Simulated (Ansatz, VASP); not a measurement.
## HgPt: VASP beside Ansatz

```
CELL_PARAMETERS angstrom
3.02927 0.00000 0.00000
0.00000 3.02927 0.00000
0.00000 0.00000 3.90002
ATOMIC_POSITIONS crystal
Hg 0.00000 0.00000 0.00000
Pt 0.50000 0.50000 0.50000
```

Change from the starting cell: volume scaled by 1.06.

Alike in both runs: task single point; functional LDA; k mesh 12 × 12 × 10; occupations fermi-dirac, width 0.03 eV; no spin polarisation.

|  | VASP | Ansatz |
| --- | --- | --- |
| version | VASP 6.6.1 | Ansatz 0.2.0 |
| potentials or method | VASP PAW LDA potentials, release 64 (Hg, Pt), cutoff 520 eV | all-electron LAPW, scalar-relativistic |

```tsv
	VASP	Ansatz	Ansatz less VASP
pressure (GPa)	-9.3	-10.8	-1.52
traceless stress, the component that is largest in VASP (GPa)	0.32	0.26	-0.059
```

LDA's correlation is that of Perdew and Zunger in VASP and of Perdew and Wang (1992) in Ansatz. Ansatz ran all-electron here, and VASP with PAW potentials.

Neither program's run includes spin-orbit coupling.
